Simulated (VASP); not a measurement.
# CaO (P6_3/mmc) in VASP: a series of runs

The runs below take CaO through single point, with PBE, r2SCAN.

Program: VASP 6.6.1. These are calculated values, not measurements. Logs are shortened: lines on timing, memory, paths and dates and some standing lists are left out, and cuts for length are marked.

## Step 1: The cell of the first run

It takes space group P6_3/mmc (No. 194, hexagonal). Conventional cell: a = 3.981 Å, b = 3.981 Å, c = 4.770 Å, α = 90.00°, β = 90.00°, γ = 120.00°. Within 3.0 Å of Ca (site symmetry -6m2) lie 5 O at 2.30 to 2.39 Å. O (site symmetry -6m2) has 5 Ca at 2.30 to 2.39 Å within 3.0 Å.

## Step 2: Single point, PBE

INCAR reads:

```
SYSTEM = CaO
PREC = Accurate
ENCUT = 520
EDIFF = 1E-7
ISMEAR = 0
SIGMA = 0.01
LREAL = .False.
LASPH = .True.
NELM = 100
ALGO = Normal
ISIF = 2
LWAVE = .False.
LCHARG = .True.
GGA = PE
LELF = .True.
LVHAR = .True.
NBANDS = 24
```

KPOINTS reads:

```
Automatic mesh
0
Gamma
  6 6 4
  0 0 0
```

POSCAR reads:

```
CaO
1.0
    3.9808380022      0.0000000000      0.0000000000
   -1.9904190011      3.4475068382      0.0000000000
    0.0000000000      0.0000000000      4.7704440775
Ca O
2 2
Direct
    0.3333333333      0.6666666667     -0.0625000000
    0.6666666667      0.3333333333      0.4375000000
    0.3333333333      0.6666666667      0.4375000000
    0.6666666667      0.3333333333      0.9375000000
```

Potentials or basis: VASP PAW PBE potentials, release 64 (Ca_sv, O).

The run is started by

```
$ cat potpaw_PBE.64/Ca_sv/POTCAR potpaw_PBE.64/O/POTCAR > POTCAR
$ mpirun -np 1 vasp_std > vasp.out
```

OUTCAR:

```text
SYSTEM = CaO
   PREC = Accurate
   ENCUT = 520
   EDIFF = 1E-7
   ISMEAR = 0
   LREAL = .False.
   LASPH = .True.
   NELM = 100
   ISIF = 2
   GGA = PE

 ion  position               nearest neighbor table
   1  0.333  0.667  0.938-   4 2.30   4 2.30   4 2.30   3 2.39   3 2.39
   2  0.667  0.333  0.438-   3 2.30   3 2.30   3 2.30   4 2.39   4 2.39
   3  0.333  0.667  0.438-   2 2.30   2 2.30   2 2.30   1 2.39   1 2.39
   4  0.667  0.333  0.938-   1 2.30   1 2.30   1 2.30   2 2.39   2 2.39

  LATTYP: Found a hexagonal cell.
 ALAT       =     3.9808380022
 C/A-ratio  =     1.1983517226

  Lattice vectors:

 A1 = (   3.9808380022,   0.0000000000,   0.0000000000)
 A2 = (  -1.9904190011,   3.4475068382,   0.0000000000)
 A3 = (   0.0000000000,   0.0000000000,   4.7704440775)

Analysis of symmetry for initial positions (statically):
=====================================================================
 Subroutine PRICEL returns:
 Original cell was already a primitive cell.

 Routine SETGRP: Setting up the symmetry group for a
 hexagonal supercell.

 Subroutine GETGRP returns: Found 24 space group operations
 (whereof  6 operations were pure point group operations)
 out of a pool of 24 trial point group operations.

The static configuration has the point symmetry C_3v.
 The point group associated with its full space group is D_6h.

Analysis of symmetry for dynamics (positions and initial velocities):
=====================================================================
 Subroutine PRICEL returns:
 Original cell was already a primitive cell.

 Routine SETGRP: Setting up the symmetry group for a
 hexagonal supercell.

 Subroutine GETGRP returns: Found 24 space group operations
 (whereof  6 operations were pure point group operations)
 out of a pool of 24 trial point group operations.

The dynamic configuration has the point symmetry C_3v.
 The point group associated with its full space group is D_6h.

 Subroutine INISYM returns: Found 24 space group operations
 (whereof  6 operations are pure point group operations),
 and found     1 'primitive' translations

----------------------------------------------------------------------------------------

                                     Primitive cell

  volume of cell :      65.4694

  direct lattice vectors                    reciprocal lattice vectors
     3.980838002  0.000000000  0.000000000     0.251203390  0.145032345  0.000000000
    -1.990419001  3.447506838  0.000000000     0.000000000  0.290064689  0.000000000
     0.000000000  0.000000000  4.770444077     0.000000000  0.000000000  0.209624090

  length of vectors
     3.980838002  3.980838002  4.770444077     0.290064689  0.290064689  0.209624090

  position of ions in fractional coordinates (direct lattice)
     0.333333333  0.666666667  0.937500000
     0.666666667  0.333333333  0.437500000
     0.333333333  0.666666667  0.437500000
     0.666666667  0.333333333  0.937500000

  ion indices of the primitive-cell ions
   primitive index   ion index
                 1           1
                 2           2
                 3           3
                 4           4

----------------------------------------------------------------------------------------

 KPOINTS: Automatic mesh

Automatic generation of k-mesh.
 Grid dimensions read from file:
 generate k-points for:    6    6    4

 Generating k-lattice:

  Cartesian coordinates                     Fractional coordinates (reciprocal lattice)
     0.041867232  0.024172057  0.000000000     0.166666667  0.000000000  0.000000000
     0.000000000  0.048344115  0.000000000     0.000000000  0.166666667  0.000000000
     0.000000000  0.000000000  0.052406023     0.000000000  0.000000000  0.250000000

  Length of vectors
     0.048344115  0.048344115  0.052406023

  Shift w.r.t. Gamma in fractional coordinates (k-lattice)
     0.000000000  0.000000000  0.000000000

 Subroutine IBZKPT returns following result:
 ===========================================

 Found     21 irreducible k-points:

 Following reciprocal coordinates:
            Coordinates               Weight
  0.000000  0.000000  0.000000      1.000000
  0.166667 -0.000000  0.000000      6.000000
  0.333333  0.000000  0.000000      6.000000
  0.500000 -0.000000  0.000000      3.000000
  0.166667  0.166667  0.000000      6.000000
  0.333333  0.166667  0.000000     12.000000
[... 13 lines left out ...]
  0.333333  0.166667  0.500000     12.000000
  0.333333  0.333333  0.500000      2.000000
   k-points           NKPTS =     21   k-points in BZ     NKDIM =     21   number of bands    NBANDS=     24
   number of dos      NEDOS =    301   number of ions     NIONS =      4
   total plane-waves  NPLWV =  32400
   dimension x,y,z NGX =    30 NGY =   30 NGZ =   36
   dimension x,y,z NGXF=    60 NGYF=   60 NGZF=   72
   ions per type =               2   2
   NGX,Y,Z   is equivalent  to a cutoff of  12.53, 12.53, 12.55 a.u.
   NGXF,Y,Z  is equivalent  to a cutoff of  25.06, 25.06, 25.09 a.u.
 SYSTEM =  CaO
   PREC   = accura    normal or accurate (medium, high low for compatibility)
   ISTART =      0    job   : 0-new  1-cont  2-samecut
   ICHARG =      2    charge: 1-file 2-atom 10-const
   ISPIN  =      1    spin polarized calculation?
   LNONCOLLINEAR =      F non collinear calculations
   LSORBIT =      F    spin-orbit coupling
   LASPH  =      T    aspherical Exc in radial PAW
   ENCUT  =  520.0 eV  38.22 Ry    6.18 a.u.   7.40  7.40  8.87*2*pi/ulx,y,z
   NELM   =    100;   NELMIN=  2; NELMDL= -5     # of ELM steps
   EDIFF  = 0.1E-06   stopping-criterion for ELM
   LREAL  =      F    real-space projection
   EDIFFG = 0.1E-05   stopping-criterion for IOM
   NSW    =      0    number of steps for IOM
   IBRION =     -1    ionic relax: 0-MD 1-quasi-New 2-CG
   NFREE  =      0    steps in history (QN), initial steepest desc. (CG)
   ISIF   =      2    stress and relaxation
   ISYM   =      2    0-nonsym 1-usesym 2-fastsym
   POTIM  = 0.5000    time-step for ionic-motion
   TEBEG  =    0.0;   TEEND  =   0.0 temperature during run
   PSTRESS=    0.0 pullay stress
   NELECT =      32.0000    total number of electrons
   NUPDOWN=      -1.0000    fix difference up-down
   EMIN   =  10.00;   EMAX   =-10.00  energy-range for DOS
   EFERMI =   0.00;   METHOD = LEGACY
   ISMEAR =     0;   SIGMA  =   0.01  broadening in eV -4-tet -1-fermi 0-gaus
   EFERMI_NEDOS =   21; number of points for ismear=-14 and -15
   IALGO  =     38    algorithm
   IMIX   =      4    mixing-type and parameters
     AMIX     =   0.40;   BMIX     =  1.00
     AMIX_MAG =   1.60;   BMIX_MAG =  1.00
  volume/ion in A,a.u.               =      16.37       110.45
  Fermi-wavevector in a.u.,A,eV,Ry     =   1.289571  2.436936 22.626407  1.662994
  Thomas-Fermi vector in A             =   2.421456
   LORBIT       =      0    0 simple, 1 ext, 2 COOP (PROOUT), +10 PAW based schemes
   GGA     = PE    functional components
   LHFCALC =     F    Hartree Fock is set to
   AEXX    =    0.0000 exact exchange contribution
   IVDW    =     0    specifies the selected vdW correction
   LEPSILON=     F    determine dielectric tensor
   LRPA    =     F    only Hartree local field effects (RPA)
 non-spin polarized calculation
 Gauss-broadening in eV      SIGMA  =   0.01
  energy-cutoff  :      520.00
  volume of cell :       65.47
 maximum number of plane-waves:      1811
 NGX is ok and might be reduce to    30
   NGX = 15   NGY = 15   NGZ = 17

 number of electron      32.0000011 magnetization

 Free energy of the ion-electron system (eV)
  ---------------------------------------------------
  ext. energy  EPLUGINS =         0.00000000
  ---------------------------------------------------
  free energy    TOTEN  =       -25.33785982 eV

  energy without entropy =      -25.33785982  energy(sigma->0) =      -25.33785982

 E-fermi :   1.4335     XC(G=0):  -9.4332

 val. band max:        1.3883621314   @ k =   0.0000   0.0000   0.0000
 cond. band min:       4.5787289623   @ k =   0.0000   0.0000   0.0000
 fundamental gap:      3.1903668309
 Fermi energy:         1.4334825403

 k-point     1 :       0.0000    0.0000    0.0000
  band No.  band energies     occupation
      1     -36.2316      2.00000
      2     -36.0959      2.00000
      3     -17.5801      2.00000
      4     -17.3316      2.00000
      5     -17.3316      2.00000
      6     -17.1301      2.00000
[... 16 lines left out ...]
     23       9.8782      0.00000
     24       9.9909      0.00000

 k-point     2 :       0.1667   -0.0000    0.0000
  band No.  band energies     occupation
      1     -36.2202      2.00000
      2     -36.1006      2.00000
      3     -17.5424      2.00000
      4     -17.4472      2.00000
      5     -17.3547      2.00000
      6     -17.2706      2.00000
[... 16 lines left out ...]
     23       9.5393      0.00000
     24       9.7974      0.00000

 k-point     3 :       0.3333    0.0000    0.0000
  band No.  band energies     occupation
      1     -36.1928      2.00000
      2     -36.1146      2.00000
      3     -17.6591      2.00000
      4     -17.5107      2.00000
      5     -17.4468      2.00000
      6     -17.3973      2.00000
[... 16 lines left out ...]
     23       9.6395      0.00000
     24       9.8115      0.00000

 k-point     4 :       0.5000   -0.0000    0.0000
  band No.  band energies     occupation
      1     -36.1728      2.00000
      2     -36.1278      2.00000
      3     -17.7575      2.00000
      4     -17.6155      2.00000
      5     -17.4171      2.00000
      6     -17.3715      2.00000
[... 16 lines left out ...]
     23       9.8839      0.00000
     24       9.9996      0.00000

 k-point     5 :       0.1667    0.1667    0.0000
  band No.  band energies     occupation
      1     -36.2006      2.00000
      2     -36.1101      2.00000
      3     -17.5859      2.00000
      4     -17.4796      2.00000
      5     -17.4746      2.00000
      6     -17.3791      2.00000
[... 16 lines left out ...]
     23       9.6335      0.00000
     24       9.7817      0.00000

 k-point     6 :       0.3333    0.1667    0.0000
  band No.  band energies     occupation
      1     -36.1729      2.00000
      2     -36.1278      2.00000
      3     -17.7145      2.00000
      4     -17.6209      2.00000
      5     -17.4472      2.00000
      6     -17.3720      2.00000
[... 16 lines left out ...]
     23       9.5373      0.00000
     24      10.0403      0.00000
[... 298 lines left out ...]
 k-point    18 :       0.5000   -0.0000    0.5000
  band No.  band energies     occupation
      1     -36.1491      2.00000
      2     -36.1491      2.00000
      3     -18.0215      2.00000
      4     -18.0215      2.00000
      5     -17.2732      2.00000
      6     -17.2732      2.00000
[... 16 lines left out ...]
     23       9.8166      0.00000
     24       9.8166      0.00000

 k-point    19 :       0.1667    0.1667    0.5000
  band No.  band energies     occupation
      1     -36.1544      2.00000
      2     -36.1544      2.00000
      3     -17.8637      2.00000
      4     -17.8637      2.00000
      5     -17.2679      2.00000
      6     -17.2679      2.00000
[... 16 lines left out ...]
     23       9.5946      0.00000
     24       9.5946      0.00000

 k-point    20 :       0.3333    0.1667    0.5000
  band No.  band energies     occupation
      1     -36.1491      2.00000
      2     -36.1491      2.00000
      3     -18.0092      2.00000
      4     -18.0092      2.00000
      5     -17.2999      2.00000
      6     -17.2999      2.00000
[... 16 lines left out ...]
     23       9.9580      0.00000
     24       9.9580      0.00000

 k-point    21 :       0.3333    0.3333    0.5000
  band No.  band energies     occupation
      1     -36.1474      2.00000
      2     -36.1474      2.00000
      3     -18.0429      2.00000
      4     -18.0429      2.00000
      5     -17.3311      2.00000
      6     -17.3311      2.00000
[... 16 lines left out ...]
     23       9.9600      0.00000
     24       9.9600      0.00000

------------------------ aborting loop because EDIFF is reached ----------------------------------------

  FORCE on cell =-STRESS in cart. coord.  units (eV):
  Direction    XX          YY          ZZ          XY          YZ          ZX
  --------------------------------------------------------------------------------------
  -------------------------------------------------------------------------------------
  Total        0.8700274      0.8700274      1.0780222      0.0000000      0.0000000      0.0000000
  in kB       21.2914415     21.2914415     26.3815216      0.0000000      0.0000000      0.0000000
  external PRESSURE =      22.9881348 kB  Pullay stress =       0.0000000 kB

 VOLUME and BASIS-vectors are now :
 -----------------------------------------------------------------------------
  energy-cutoff  :      520.00
  volume of cell :       65.47
      direct lattice vectors                 reciprocal lattice vectors
     3.980838002  0.000000000  0.000000000     0.251203390  0.145032345  0.000000000
    -1.990419001  3.447506838  0.000000000     0.000000000  0.290064689  0.000000000
     0.000000000  0.000000000  4.770444077     0.000000000  0.000000000  0.209624090

 POSITION                                       TOTAL-FORCE (eV/Angst)
 -----------------------------------------------------------------------------------
     -0.00000      2.29834      4.47229         0.000000      0.000000      0.000000
      1.99042      1.14917      2.08707        -0.000000     -0.000000      0.000000
     -0.00000      2.29834      2.08707         0.000000      0.000000      0.000000
      1.99042      1.14917      4.47229        -0.000000     -0.000000      0.000000
 -----------------------------------------------------------------------------------
    total drift:                               -0.000000      0.000000      0.000000

  FREE ENERGIE OF THE ION-ELECTRON SYSTEM (eV)
  ---------------------------------------------------
  free  energy   TOTEN  =       -25.3378598196 eV

  energy  without entropy=      -25.3378598196  energy(sigma->0) =      -25.33785982
```

It took 81 s on 1 thread of Intel Xeon 8259CL, shared host; peak memory 0.19 GiB.

What came out:

| Quantity | Value |
| --- | --- |
| Free energy | -25.3379 eV |
| Pressure | 2.3 GPa |
| Band gap on the k mesh | 3.19 eV |

Stress tensor (GPa, compression positive):
```
2.13 0.00 0.00
0.00 2.13 0.00
0.00 0.00 2.64
```

(Part 1 of 2 ends here.)
